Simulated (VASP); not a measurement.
# FeO (F-43m) in VASP: notebook, part 2 of 2

VASP 6.6.1. Earlier steps stand in the parts before.

### 3 Single point, PBE, collinear spin, ferromagnetic start

This run uses another cell than the first one, of 14.05 Å³/atom, 0.981 times its volume.

Input file INCAR:

```
SYSTEM = FeO
PREC = Accurate ; ENCUT = 600
EDIFF = 1E-6 ; ISMEAR = -1
SIGMA = 0.05 ; LREAL = .False.
LASPH = .True. ; NELM = 200
ALGO = Normal ; ISIF = 2
LWAVE = .False. ; LCHARG = .True.
ISPIN = 2 ; MAGMOM = 3 0
LORBIT = 11 ; LMAXMIX = 4
GGA = PE ; LELF = .True.
LVHAR = .True. ; NBANDS = 22
GGA_COMPAT = .False.
```

Input file KPOINTS:

```
regular mesh
0
Gamma
  10 10 10
  0 0 0
```

Input file POSCAR:

```
FeO
1.0
    0.0000000000      2.4132272413      2.4132272413
    2.4132272413      0.0000000000      2.4132272413
    2.4132272413      2.4132272413      0.0000000000
Fe O
1 1
Direct
    0.0000000000      0.0000000000      0.0000000000
    0.2500000000      0.2500000000      0.2500000000
```

Potentials or basis: VASP PAW PBE potentials, release 64 (Fe_sv, O).

Started as:

```bash
> cat potpaw_PBE.64/Fe_sv/POTCAR potpaw_PBE.64/O/POTCAR > POTCAR
> mpirun -np 1 vasp_std > vasp.out
```

OUTCAR:

```text
SYSTEM = FeO
   PREC = Accurate
   ENCUT = 600
   EDIFF = 1E-6
   ISMEAR = -1
   LREAL = .False.
   LASPH = .True.
   NELM = 200
   ISIF = 2
   ISPIN = 2
   LORBIT = 11
   GGA = PE

 ion  position               nearest neighbor table
   1  0.000  0.000  0.000-   2 2.09   2 2.09   2 2.09   2 2.09
   2  0.250  0.250  0.250-   1 2.09   1 2.09   1 2.09   1 2.09

  LATTYP: Found a face centered cubic cell.
 ALAT       =     4.8264544826

  Lattice vectors:

 A1 = (   0.0000000000,   2.4132272413,   2.4132272413)
 A2 = (   2.4132272413,   0.0000000000,   2.4132272413)
 A3 = (   2.4132272413,   2.4132272413,   0.0000000000)

Analysis of symmetry for initial positions (statically):
=====================================================================
 Subroutine PRICEL returns:
 Original cell was already a primitive cell.

 Routine SETGRP: Setting up the symmetry group for a
 face centered cubic supercell.

 Subroutine GETGRP returns: Found 24 space group operations
 (whereof 24 operations were pure point group operations)
 out of a pool of 48 trial point group operations.

The static configuration has the point symmetry T_d .

Analysis of symmetry for dynamics (positions and initial velocities):
=====================================================================
 Subroutine PRICEL returns:
 Original cell was already a primitive cell.

 Routine SETGRP: Setting up the symmetry group for a
 face centered cubic supercell.

 Subroutine GETGRP returns: Found 24 space group operations
 (whereof 24 operations were pure point group operations)
 out of a pool of 48 trial point group operations.

The dynamic configuration has the point symmetry T_d .

Analysis of structural, dynamic, and magnetic symmetry:
=====================================================================
 Subroutine PRICEL returns:
 Original cell was already a primitive cell.

 Routine SETGRP: Setting up the symmetry group for a
 face centered cubic supercell.

 Subroutine GETGRP returns: Found 24 space group operations
 (whereof 24 operations were pure point group operations)
 out of a pool of 48 trial point group operations.

The overall configuration has the point symmetry T_d .

 Subroutine INISYM returns: Found 24 space group operations
 (whereof 24 operations are pure point group operations),
 and found     1 'primitive' translations

----------------------------------------------------------------------------------------

                                     Primitive cell

  volume of cell :      28.1077

  direct lattice vectors                    reciprocal lattice vectors
     0.000000000  2.413227241  2.413227241    -0.207191429  0.207191429  0.207191429
     2.413227241  0.000000000  2.413227241     0.207191429 -0.207191429  0.207191429
     2.413227241  2.413227241  0.000000000     0.207191429  0.207191429 -0.207191429

  length of vectors
     3.412818694  3.412818694  3.412818694     0.358866081  0.358866081  0.358866081

  position of ions in fractional coordinates (direct lattice)
     0.000000000  0.000000000  0.000000000
     0.250000000  0.250000000  0.250000000

  ion indices of the primitive-cell ions
   primitive index   ion index
                 1           1
                 2           2

----------------------------------------------------------------------------------------
[... 59 lines left out ...]
   NGXF,Y,Z  is equivalent  to a cutoff of  27.28, 27.28, 27.28 a.u.
 SYSTEM =  FeO
   PREC   = accura    normal or accurate (medium, high low for compatibility)
   ISTART =      0    job   : 0-new  1-cont  2-samecut
   ICHARG =      2    charge: 1-file 2-atom 10-const
   ISPIN  =      2    spin polarized calculation?
   LNONCOLLINEAR =      F non collinear calculations
   LSORBIT =      F    spin-orbit coupling
   LASPH  =      T    aspherical Exc in radial PAW
   ENCUT  =  600.0 eV  44.10 Ry    6.64 a.u.   6.82  6.82  6.82*2*pi/ulx,y,z
   NELM   =    200;   NELMIN=  2; NELMDL= -5     # of ELM steps
   EDIFF  = 0.1E-05   stopping-criterion for ELM
   LREAL  =      F    real-space projection
   EDIFFG = 0.1E-04   stopping-criterion for IOM
   NSW    =      0    number of steps for IOM
   IBRION =     -1    ionic relax: 0-MD 1-quasi-New 2-CG
   NFREE  =      0    steps in history (QN), initial steepest desc. (CG)
   ISIF   =      2    stress and relaxation
   ISYM   =      2    0-nonsym 1-usesym 2-fastsym
   POTIM  = 0.5000    time-step for ionic-motion
   TEBEG  =    0.0;   TEEND  =   0.0 temperature during run
   PSTRESS=    0.0 pullay stress
   NELECT =      22.0000    total number of electrons
   NUPDOWN=      -1.0000    fix difference up-down
   EMIN   =  10.00;   EMAX   =-10.00  energy-range for DOS
   EFERMI =   0.00;   METHOD = LEGACY
   ISMEAR =    -1;   SIGMA  =   0.05  broadening in eV -4-tet -1-fermi 0-gaus
   EFERMI_NEDOS =   21; number of points for ismear=-14 and -15
   IALGO  =     38    algorithm
   IMIX   =      4    mixing-type and parameters
     AMIX     =   0.40;   BMIX     =  1.00
     AMIX_MAG =   1.60;   BMIX_MAG =  1.00
  volume/ion in A,a.u.               =      14.05        94.84
  Fermi-wavevector in a.u.,A,eV,Ry     =   1.508716  2.851060 30.969909  2.276224
  Thomas-Fermi vector in A             =   2.619134
   LORBIT       =     11    0 simple, 1 ext, 2 COOP (PROOUT), +10 PAW based schemes
   GGA     = PE    functional components
   LHFCALC =     F    Hartree Fock is set to
   AEXX    =    0.0000 exact exchange contribution
   IVDW    =     0    specifies the selected vdW correction
   LEPSILON=     F    determine dielectric tensor
   LRPA    =     F    only Hartree local field effects (RPA)
 spin polarized calculation
  energy-cutoff  :      600.00
  volume of cell :       28.11
 maximum number of plane-waves:       960
   NGX = 13   NGY = 13   NGZ = 13

 number of electron      21.9999986 magnetization       4.0296696

 Free energy of the ion-electron system (eV)
  ---------------------------------------------------
  ext. energy  EPLUGINS =         0.00000000
  ---------------------------------------------------
  free energy    TOTEN  =       -14.88812774 eV

  energy without entropy =      -14.86691000  energy(sigma->0) =      -14.87751887

 E-fermi :   5.8081     XC(G=0): -10.4444

 val. band max:        5.8063164178   @ k =   0.4000   0.1000   0.0000
 cond. band min:       5.8145519302   @ k =  -0.3000   0.2000   0.0000
 fundamental gap:      0.0082355124
 Fermi energy:         5.8081483101

 spin component 1

 k-point     1 :       0.0000    0.0000    0.0000
  band No.  band energies     occupation
      1     -84.2088      1.00000
      2     -50.2334      1.00000
      3     -50.2334      1.00000
      4     -50.2334      1.00000
      5     -13.6445      1.00000
      6      -0.1691      1.00000
[... 589 lines left out ...]
     21      28.7053      0.00000
     22      30.3709      0.00000

 [... further k-points ...]

 spin component 2

 k-point     1 :       0.0000    0.0000    0.0000
  band No.  band energies     occupation
      1     -80.0576      1.00000
      2     -46.1756      1.00000
      3     -46.1756      1.00000
      4     -46.1756      1.00000
      5     -13.1346      1.00000
      6       1.2022      1.00000
[... 589 lines left out ...]
     21      29.2142      0.00000
     22      30.9927      0.00000

 [... further k-points ...]
[... 5 lines left out ...]
  --------------------------------------------------------------------------------------
  -------------------------------------------------------------------------------------
  Total       -2.8977120     -2.8977120     -2.8977120      0.0000000      0.0000000      0.0000000
  in kB     -165.1737982   -165.1737982   -165.1737982      0.0000000      0.0000000      0.0000000
  external PRESSURE =    -165.1737982 kB  Pullay stress =       0.0000000 kB

 VOLUME and BASIS-vectors are now :
 -----------------------------------------------------------------------------
  energy-cutoff  :      600.00
  volume of cell :       28.11
      direct lattice vectors                 reciprocal lattice vectors
     0.000000000  2.413227241  2.413227241    -0.207191429  0.207191429  0.207191429
     2.413227241  0.000000000  2.413227241     0.207191429 -0.207191429  0.207191429
     2.413227241  2.413227241  0.000000000     0.207191429  0.207191429 -0.207191429

 POSITION                                       TOTAL-FORCE (eV/Angst)
 -----------------------------------------------------------------------------------
      0.00000      0.00000      0.00000         0.000000     -0.000000     -0.000000
      1.20661      1.20661      1.20661        -0.000000      0.000000      0.000000
 -----------------------------------------------------------------------------------
    total drift:                                0.000000      0.000000      0.000000

  FREE ENERGIE OF THE ION-ELECTRON SYSTEM (eV)
  ---------------------------------------------------
  free  energy   TOTEN  =       -14.8881277351 eV

  energy  without entropy=      -14.8669100016  energy(sigma->0) =      -14.87751887

 total charge

# of ion       s       p       d       tot
------------------------------------------
    1        2.108   5.995   5.457  13.561
    2        1.550   3.389   0.000   4.939
--------------------------------------------------
tot          3.658   9.384   5.457  18.500

 magnetization (x)

# of ion       s       p       d       tot
------------------------------------------
    1        0.015   0.014   3.443   3.473
    2        0.018   0.258   0.000   0.276
--------------------------------------------------
tot          0.034   0.273   3.443   3.749
```

OSZICAR:

```text
N       E                     dE             d eps       ncg     rms          rms(c)
DAV:   1     0.309585623940E+03    0.30959E+03   -0.12748E+04  4244   0.132E+03
DAV:   2     0.106944434657E+01   -0.30852E+03   -0.29227E+03  4268   0.446E+02
DAV:   3    -0.178207961236E+02   -0.18890E+02   -0.18703E+02  5084   0.126E+02
DAV:   4    -0.181908585058E+02   -0.37006E+00   -0.36997E+00  4526   0.208E+01
DAV:   5    -0.182015221415E+02   -0.10664E-01   -0.10663E-01  5092   0.344E+00    0.178E+01
DAV:   6    -0.166208188168E+02    0.15807E+01   -0.29679E+01  6276   0.692E+01    0.342E+01
DAV:   7    -0.149118197626E+02    0.17090E+01   -0.69602E+00  5466   0.493E+01    0.996E+00
DAV:   8    -0.149121925209E+02   -0.37276E-03   -0.43472E-01  4758   0.513E+00    0.499E+00
DAV:   9    -0.148960370902E+02    0.16155E-01   -0.75433E-02  6572   0.372E+00    0.151E+00
DAV:  10    -0.148872940500E+02    0.87430E-02   -0.25901E-02  5768   0.246E+00    0.360E-01
DAV:  11    -0.148880583720E+02   -0.76432E-03   -0.53014E-03  5374   0.775E-01    0.129E-01
DAV:  12    -0.148880344391E+02    0.23933E-04   -0.17355E-04  4810   0.139E-01    0.865E-02
DAV:  13    -0.148881289828E+02   -0.94544E-04   -0.31974E-04  4752   0.135E-01    0.397E-02
DAV:  14    -0.148881291243E+02   -0.14150E-06   -0.16856E-05  5202   0.503E-02    0.187E-02
DAV:  15    -0.148881277633E+02    0.13610E-05   -0.15920E-05  4934   0.351E-02    0.110E-02
DAV:  16    -0.148881277351E+02    0.28235E-07   -0.17573E-06  4004   0.223E-02
   1 F= -.14888128E+02 E0= -.14877519E+02  d E =-.212177E-01  mag=     4.0295
```

stdout:

```text
POSCAR found type information on POSCAR FeO
 POSCAR found :  2 types and       2 ions
 scaLAPACK will be used
 LDA part: xc-table for (Slater+PW92), standard interpolation
 POSCAR, INCAR and KPOINTS ok, starting setup
 FFT: planning ... GRIDC
 FFT: planning ... GRID_SOFT
 FFT: planning ... GRID
 WAVECAR not read
 entering main loop
```

Wall time 49 s (1 thread of Intel Xeon Platinum 8488C (Sapphire Rapids), shared host); peak memory 0.2 GiB.

What came out:

```yaml
Free_energy: -14.8881 eV
Pressure: -16.5 GPa
Band_gap_on_the_k_mesh: zero (filled and empty bands overlap)
Net_moment: 4.03 μB per cell
Site_moments: Fe +3.47; O +0.28 μB
Valence_electrons_inside_the_program's_atomic_spheres: Fe 13.56; O 4.94
```

Caveat: a cell with one magnetic atom can't hold antiferromagnetic order, which such compounds often take; semilocal functionals often make such compounds metallic where correlation or magnetic order opens a gap, which also shifts bond lengths.

### 4 Single point, PBE, collinear spin, ferromagnetic start

This run uses another cell than the first one, of 13.78 Å³/atom, 0.962 times its volume.

Input file INCAR:

```
PREC = Accurate ; ENCUT = 600
EDIFF = 1E-6 ; ISMEAR = -1
SIGMA = 0.05 ; LREAL = F
LASPH = T ; NELM = 200
ALGO = Normal ; ISIF = 2
LWAVE = F ; LCHARG = F
ISPIN = 2 ; MAGMOM = 3 0
LORBIT = 11 ; LMAXMIX = 4
GGA = PE ; NBANDS = 22
GGA_COMPAT = F
```

Input file KPOINTS:

```
regular mesh
0
Gamma
  10 10 10
```

Input file POSCAR:

```
FeO
1.0
    0.0000000000      2.3976575998      2.3976575998
    2.3976575998      0.0000000000      2.3976575998
    2.3976575998      2.3976575998      0.0000000000
Fe O
1 1
Direct
    0.0000000000      0.0000000000      0.0000000000
    0.2500000000      0.2500000000      0.2500000000
```

Started as:

```bash
> cat potpaw_PBE.64/Fe_sv/POTCAR potpaw_PBE.64/O/POTCAR > POTCAR
> mpirun -np 1 vasp_std > vasp.out
```

Run time: 51 s. Hardware: 1 thread of AMD EPYC 9R14 (Zen 4), shared host; peak memory 0.17 GiB.

It converged, with:

```
Free energy                                           : -14.9369 eV
Pressure                                              : -15.1 GPa
Band gap on the k mesh                                : zero (filled and empty bands overlap)
Net moment                                            : 4.03 μB per cell
Site moments                                          : Fe +3.47; O +0.28 μB
Valence electrons inside the program's atomic spheres : Fe 13.57; O 4.95
```

Levels at points of the mesh, in eV from the Fermi level:
Spin up:
| k point | band 11 | band 12 | band 13 | band 14 | band 15 | band 16 |
| --- | --- | --- | --- | --- | --- | --- |
| (0.00, 0.00, 0.00) | -1.02 | -0.69 | -0.69 | -0.69 | 11.96 | 11.96 |
| (0.50, 0.00, 0.00) | -3.23 | -1.45 | -1.45 | 4.02 | 5.43 | 11.52 |
| (0.50, 0.50, 0.00) | -2.80 | -2.48 | -2.48 | 3.92 | 7.62 | 9.33 |
Spin down:
```tsv
k point	band 5	band 6	band 7	band 8	band 9	band 10	band 11	band 12	band 13	band 14
(0.00, 0.00, 0.00)	-19.05	-4.70	-4.70	-4.70	-0.46	0.14	0.14	2.04	2.04	2.04
(0.50, 0.00, 0.00)	-18.61	-6.06	-4.50	-4.50	0.07	0.28	0.28	1.35	1.35	4.78
(0.50, 0.50, 0.00)	-18.48	-6.01	-4.36	-4.36	-0.85	0.41	0.50	0.78	0.78	4.95
```

Caveat: a cell with one magnetic atom can't hold antiferromagnetic order, which such compounds often take; semilocal functionals often make such compounds metallic where correlation or magnetic order opens a gap, which also shifts bond lengths. With open d or f shells a metallic result of PBE can be an artefact of self-interaction; +U or a hybrid may open a gap.

### 5 Single point, PBE, collinear spin, ferromagnetic start

This run uses another cell than the first one, of 13.51 Å³/atom, 0.943 times its volume.

Input file INCAR:

```
SYSTEM = FeO
  PREC = Accurate
  ENCUT = 600
  EDIFF = 1E-6
  ISMEAR = -1
  SIGMA = 0.05
  LREAL = .FALSE.
  LASPH = .TRUE.
  NELM = 200
  ALGO = Normal
  ISIF = 2
  LWAVE = .FALSE.
  LCHARG = .TRUE.
  ISPIN = 2
  MAGMOM = 3 0
  LORBIT = 11
  LMAXMIX = 4
  GGA = PE
  LELF = .TRUE.
  LVHAR = .TRUE.
  NBANDS = 22
  GGA_COMPAT = .FALSE.
```

Input file KPOINTS:

```
Automatic mesh
0
G
  10 10 10
  0 0 0
```

Input file POSCAR:

```
FeO
1.0
    0.0000000000      2.3818830800      2.3818830800
    2.3818830800      0.0000000000      2.3818830800
    2.3818830800      2.3818830800      0.0000000000
Fe O
1 1
Direct
    0.0000000000      0.0000000000      0.0000000000
    0.2500000000      0.2500000000      0.2500000000
```

Started as:

```bash
> cat potpaw_PBE.64/Fe_sv/POTCAR potpaw_PBE.64/O/POTCAR > POTCAR
> mpirun -np 1 vasp_std > vasp.out
```

It took 41 s on 1 thread of Intel Xeon Platinum 8488C (Sapphire Rapids), shared host; peak memory 0.2 GiB.

The run converged. Its results:

```yaml
Free_energy: -14.9805 eV
Pressure: -13.9 GPa
Band_gap_on_the_k_mesh: zero (filled and empty bands overlap)
Net_moment: 4.03 μB per cell
Site_moments: Fe +3.47; O +0.28 μB
Valence_electrons_inside_the_program's_atomic_spheres: Fe 13.57; O 4.96
```

Levels at points of the mesh, in eV from the Fermi level:
Spin up:
```csv
k point,band 9,band 10,band 11,band 12,band 13,band 14,band 15,band 16,band 17,band 18
"(0.00, 0.00, 0.00)",-3.53,-3.53,-0.99,-0.63,-0.63,-0.63,12.11,12.11,12.11,17.65
"(0.50, 0.00, 0.00)",-3.39,-3.39,-3.22,-1.41,-1.41,4.11,5.51,11.66,11.66,15.04
"(0.50, 0.50, 0.00)",-3.72,-3.29,-2.78,-2.46,-2.46,3.97,7.80,9.42,11.94,11.94
```
Spin down:
```
           k point  band 6  band 7  band 8  band 9  band 10  band 11  band 12  band 13
(0.00, 0.00, 0.00)   -4.80   -4.80   -4.80   -0.43     0.15     0.15     2.11     2.11
(0.50, 0.00, 0.00)   -6.17   -4.59   -4.59    0.08     0.29     0.29     1.40     1.40
(0.50, 0.50, 0.00)   -6.13   -4.44   -4.44   -0.89     0.43     0.51     0.80     0.80
```

Caveat: a cell with one magnetic atom can't hold antiferromagnetic order, which such compounds often take; semilocal functionals often make such compounds metallic where correlation or magnetic order opens a gap, which also shifts bond lengths.

### 6 Summary

| potentials or basis | cell | cutoff (eV) | second run | gap on the mesh (eV) | pressure (GPa) | moment (μB) |
| --- | --- | --- | --- | --- | --- | --- |
| VASP PAW PBE potentials, release 64 (Fe, O) | a = 3.435 Å, angles 60.0°, 2 atoms | 520 | - | none | -16.3 | 4.03 |
| VASP PAW PBE potentials, release 64 (Fe_sv, O) | a = 3.413 Å, angles 60.0°, 2 atoms | 600 | valence_matched | none | -16.5 | 4.03 |
| VASP PAW PBE potentials, release 64 (Fe_sv, O) | a = 3.391 Å, angles 60.0°, 2 atoms | 600 | valence_matched | none | -15.1 | 4.03 |
| VASP PAW PBE potentials, release 64 (Fe_sv, O) | a = 3.368 Å, angles 60.0°, 2 atoms | 600 | valence_matched | none | -13.9 | 4.03 |

Alike in all rows: task single point; level PBE; spin collinear, ferromagnetic start; k mesh 10 × 10 × 10; smearing fermi-dirac 0.05 eV.

Caveats: a cell with one magnetic atom can't hold antiferromagnetic order, which such compounds often take; semilocal functionals often make such compounds metallic where correlation or magnetic order opens a gap, which also shifts bond lengths.

Total energies depend on the potentials used, so only differences within one code and one set of settings carry meaning.
